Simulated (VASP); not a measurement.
Crystal: W.

```
W
1.0
    -1.58234    1.58234    1.58234
     1.58234   -1.58234    1.58234
     1.58234    1.58234   -1.58234
W
1
Cartesian
  0.0000 0.0000 0.0000
```

Base run:

- Program: VASP 6.6.1
- Functional: PBE
- Potentials or basis: VASP PAW PBE potentials, release 64 (W_sv)
- Cutoff: 520 eV
- k mesh: 12 × 12 × 12
- Occupations: gaussian, width 0.028 eV
- Spin: no spin polarisation

Its results: band gap on the k mesh zero (band 7 reaches 16.61 eV, above the bottom of band 8 at 10.21 eV); pressure 6.6 GPa.

**Question.** The run is repeated on the same cell with these changes: k mesh from 12 × 12 × 12 to 7 × 7 × 7; occupations from gaussian, width 0.028 eV to fermi-dirac, width 0.05 eV. What comes out?

**Answer.** Band gap on the k mesh zero (band 7 reaches 14.97 eV, above the bottom of band 8 at 10.22 eV); pressure 7.3 GPa.

Caveats: some runs use coarse meshes; spin-orbit coupling is left out, which moves the levels of the heavy elements.
